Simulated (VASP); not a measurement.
Set up this calculation in VASP 6.6.1, as the native input.

```
Task                               : single point
Functional                         : PBE0
Potentials or basis                : VASP PAW PBE potentials, release 64 (Tl_d, Br)
Cutoff                             : 400 eV
k mesh                             : 4 × 4 × 4
Occupations                        : gaussian, width 0.01 eV
Spin                               : no spin polarisation
Dipole correction                  : no
Grid for exact exchange (PRECFOCK) : Normal
Further INCAR settings             : ALGO = Normal; EDIFF = 1e-06; NBANDS = 17
Share of exact exchange            : 0.25
```

TlBr:

```
CELL_PARAMETERS angstrom
3.94619 0.00000 0.00000
0.00000 3.94619 0.00000
0.00000 0.00000 3.94619
ATOMIC_POSITIONS crystal
Tl 0.00000 0.00000 0.00000
Br 0.50000 0.50000 0.50000
```

One way to write it, as run:

POSCAR

```
TlBr
1.0
    3.9461932901      0.0000000000      0.0000000000
    0.0000000000      3.9461932901      0.0000000000
    0.0000000000      0.0000000000      3.9461932901
Tl Br
1 1
Direct
    0.0000000000      0.0000000000      0.0000000000
    0.5000000000      0.5000000000      0.5000000000
```

INCAR.step1

```
SYSTEM = TlBr
  PREC = Accurate
  ENCUT = 400
  EDIFF = 1E-5
  ISMEAR = 0
  SIGMA = 0.01
  LREAL = .FALSE.
  LASPH = .TRUE.
  NELM = 120
  ALGO = Normal
  ISIF = 2
  LWAVE = .TRUE.
  NBANDS = 17
  GGA = PE
  GGA_COMPAT = .FALSE.
```

INCAR.step2

```
SYSTEM = TlBr
  PREC = Accurate
  ENCUT = 400
  EDIFF = 1E-6
  ISMEAR = 0
  SIGMA = 0.01
  LREAL = .FALSE.
  LASPH = .TRUE.
  NELM = 120
  ALGO = Normal
  ISIF = 2
  LWAVE = .FALSE.
  LCHARG = .TRUE.
  GGA = PE
  LHFCALC = .TRUE.
  AEXX = 0.25
  PRECFOCK = Normal
  LELF = .TRUE.
  LVHAR = .TRUE.
  NBANDS = 17
  ISTART = 1
  GGA_COMPAT = .FALSE.
```

KPOINTS

```
regular mesh
0
G
  4 4 4
  0 0 0
```

Potentials or basis: VASP PAW PBE potentials, release 64 (Tl_d, Br).

The run is started by

```sh
$ cat potpaw_PBE.64/Tl_d/POTCAR potpaw_PBE.64/Br/POTCAR > POTCAR
$ cp INCAR.step1 INCAR
$ mpirun -np 1 vasp_std > vasp.out
$ cp INCAR.step2 INCAR
$ mpirun -np 1 vasp_std > vasp.out
```

Results of the run:

```json
{"Pressure": "1.4 GPa", "Band gap on the k mesh": "3.14 eV"}
```

Caveat: the PAW data sets were made with another functional, which shifts forces and pressure a little; spin-orbit coupling is left out, which moves the levels of the heavy elements.

Wall time 11 min on 1 thread of Intel Xeon 8259CL (shared host), peak memory 0.16 GiB.
